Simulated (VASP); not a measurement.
# AlN (I4/mmm) in VASP: notebook, part 2 of 2

VASP 6.6.1.

## (3) Single point, r2SCAN (strain -0.050 along x and y, +0.000 along z)

Contents of POSCAR:

```
AlN
1.0
    0.0000000000      1.9327921000      2.0345180000
    1.9327921000      0.0000000000      2.0345180000
    1.9327921000      1.9327921000      0.0000000000
Al N
1 1
Direct
    0.5000000000      0.5000000000      0.5000000000
    0.0000000000      0.0000000000      0.0000000000
```

Contents of INCAR.step1:

```
SYSTEM = AlN
ALGO = Normal
EDIFF = 1E-4
ENCUT = 520
GGA = PE
ISMEAR = 0
LASPH = .True.
LCHARG = .False.
LREAL = .False.
LWAVE = .True.
NBANDS = 11
NELM = 80
PREC = Accurate
SIGMA = 0.05
```

Contents of INCAR.step2:

```
SYSTEM = AlN
ALGO = Normal
EDIFF = 1E-6
ENCUT = 520
ISIF = 2
ISMEAR = 0
ISTART = 1
LASPH = .True.
LCHARG = .True.
LELF = .True.
LMIXTAU = .True.
LREAL = .False.
LVHAR = .True.
LWAVE = .False.
METAGGA = R2SCAN
NBANDS = 11
NELM = 80
PREC = Accurate
SIGMA = 0.05
```

Contents of KPOINTS:

```
k-points
0
Gamma
  10 10 10
  0 0 0
```

Potentials or basis: VASP PAW PBE potentials, release 64 (Al, N).

Started as:

```sh
$ cat potpaw_PBE.64/Al/POTCAR potpaw_PBE.64/N/POTCAR > POTCAR
$ cp INCAR.step1 INCAR
$ mpirun -np 1 vasp_std > vasp.out
$ cp INCAR.step2 INCAR
$ mpirun -np 1 vasp_std > vasp.out
```

OUTCAR:

```text
SYSTEM = AlN
   EDIFF = 1E-6
   ENCUT = 520
   ISIF = 2
   ISMEAR = 0
   ISTART = 1
   LASPH = .True.
   LREAL = .False.
   METAGGA = R2SCAN
   NELM = 80
   PREC = Accurate

 ion  position               nearest neighbor table
   1  0.500  0.500  0.500-   2 1.93   2 1.93   2 1.93   2 1.93   2 2.03   2 2.03
   2  0.000  0.000  0.000-   1 1.93   1 1.93   1 1.93   1 1.93   1 2.03   1 2.03

  LATTYP: Found a body centered tetragonal cell.
 ALAT       =     2.7333808011
 C/A-ratio  =     1.4886458551

  Lattice vectors:

[... 525 lines left out ...]

  FORCE on cell =-STRESS in cart. coord.  units (eV):
  Direction    XX          YY          ZZ          XY          YZ          ZX
  --------------------------------------------------------------------------------------
  -------------------------------------------------------------------------------------
  Total        3.1964793      3.1964793      1.1080027      0.0000000     -0.0000000      0.0000000
  in kB      336.9152461    336.9152461    116.7856789      0.0000000     -0.0000000      0.0000000
  external PRESSURE =     263.5387237 kB  Pullay stress =       0.0000000 kB

 VOLUME and BASIS-vectors are now :
 -----------------------------------------------------------------------------
  energy-cutoff  :      520.00
  volume of cell :       15.20
      direct lattice vectors                 reciprocal lattice vectors
     0.000000000  1.932792100  2.034518000    -0.258693110  0.258693110  0.245758455
     1.932792100  0.000000000  2.034518000     0.258693110 -0.258693110  0.245758455
     1.932792100  1.932792100  0.000000000     0.258693110  0.258693110 -0.245758455

 POSITION                                       TOTAL-FORCE (eV/Angst)
 -----------------------------------------------------------------------------------
      1.93279      1.93279      2.03452         0.000000      0.000000      0.000000
      0.00000      0.00000      0.00000        -0.000000     -0.000000      0.000000
 -----------------------------------------------------------------------------------
    total drift:                                0.000000     -0.000000     -0.000000

  FREE ENERGIE OF THE ION-ELECTRON SYSTEM (eV)
  ---------------------------------------------------
  free  energy   TOTEN  =       -18.7708883165 eV

  energy  without entropy=      -18.7708883165  energy(sigma->0) =      -18.77088832
```

OSZICAR.step1:

```text
N       E                     dE             d eps       ncg     rms          rms(c)
DAV:   1     0.767931143184E+01    0.76793E+01   -0.41549E+03  2260   0.682E+02
DAV:   2    -0.156114853013E+02   -0.23291E+02   -0.21770E+02  2752   0.128E+02
DAV:   3    -0.162137927280E+02   -0.60231E+00   -0.60125E+00  2715   0.186E+01
DAV:   4    -0.162155609953E+02   -0.17683E-02   -0.17682E-02  2535   0.108E+00
DAV:   5    -0.162155733599E+02   -0.12365E-04   -0.12364E-04  2666   0.925E-02    0.802E+00
DAV:   6    -0.143915495077E+02    0.18240E+01   -0.71621E+00  2484   0.148E+01    0.292E+00
DAV:   7    -0.143643418540E+02    0.27208E-01   -0.24783E-01  2526   0.348E+00    0.190E+00
DAV:   8    -0.143590507743E+02    0.52911E-02   -0.15502E-02  2400   0.108E+00    0.371E-01
DAV:   9    -0.143586509528E+02    0.39982E-03   -0.15366E-03  2591   0.247E-01    0.166E-01
DAV:  10    -0.143587014504E+02   -0.50498E-04   -0.15435E-04  1438   0.895E-02
   1 F= -.14358701E+02 E0= -.14358701E+02  d E =-.868064E-12
```

Wall time 21 s (1 thread of Intel Xeon 6975P-C (Granite Rapids), shared host); peak memory 0.14 GiB.

What came out:

```
Free energy            : -18.7709 eV
Pressure               : 26.4 GPa
Band gap on the k mesh : 5.47 eV, indirect (least direct gap 7.53 eV)
```

Stress tensor (GPa, compression positive):
```
33.69  0.00  0.00
 0.00 33.69  0.00
 0.00  0.00 11.68
```

Levels at points of the mesh, in eV from the valence-band top:
| k point | band 1 | band 2 | band 3 | band 4 | band 5 | band 6 | band 7 | band 8 | band 9 |
| --- | --- | --- | --- | --- | --- | --- | --- | --- | --- |
| (0.00, 0.00, 0.00) | -19.41 | -0.33 | -0.33 | 0.00 | 7.53 | 12.50 | 13.27 | 13.27 | 18.23 |
| (0.50, 0.00, 0.00) | -15.82 | -9.22 | -1.68 | -1.43 | 7.14 | 11.96 | 13.09 | 15.66 | 18.36 |
| (0.50, 0.50, 0.00) | -15.07 | -8.52 | -3.05 | -3.05 | 5.97 | 6.57 | 15.82 | 20.31 | 20.31 |
| (0.50, 0.00, 0.50) | -14.59 | -8.26 | -3.82 | -3.12 | 5.47 | 6.00 | 16.45 | 18.81 | 20.69 |

Caveat: the cell differs from its parent crystal (strain -0.050 along x and y, +0.000 along z); the PAW data sets were made with another functional, which shifts forces and pressure a little. A k mesh can miss the band edges.
